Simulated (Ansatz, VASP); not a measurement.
Zn2O: VASP beside Ansatz

```xyz
3
Lattice="1.5457 0.8924 4.8940 -1.5457 0.8924 4.8940 0.0000 -1.7848 4.8940" Properties=species:S:1:pos:R:3 pbc="T T T"
Zn    0.0000    0.0000    8.5221
Zn    0.0000    0.0000    6.1598
O     0.0000    0.0000    0.0000
```

Alike in both runs: functional PBE; k mesh 12 × 12 × 12; occupations gaussian, width 0.1 eV; no spin polarisation.

Ansatz relaxed the structure, and its values are those at the end. VASP's run is a single point on that final structure, the one shown.

```csv
,VASP,Ansatz
version,VASP 6.6.1,Ansatz 0.2.0
potentials or method,"VASP PAW PBE potentials, release 64 (Zn, O), cutoff 520 eV","scalar-relativistic, plane waves, PAW"
valence electrons in the cell,30,30
```

```csv
,VASP,Ansatz,Ansatz less VASP
gap on the k mesh at the Fermi level (eV),none,none,-
pressure (GPa),0.5,0.0,-0.45
rms of the force components (eV/Å),0.015,0.000,-0.0149
```

A gap of «none» marks a metal or a gap that the smearing closes. With one functional, cell and mesh, what is left measures potentials, basis and numerics.
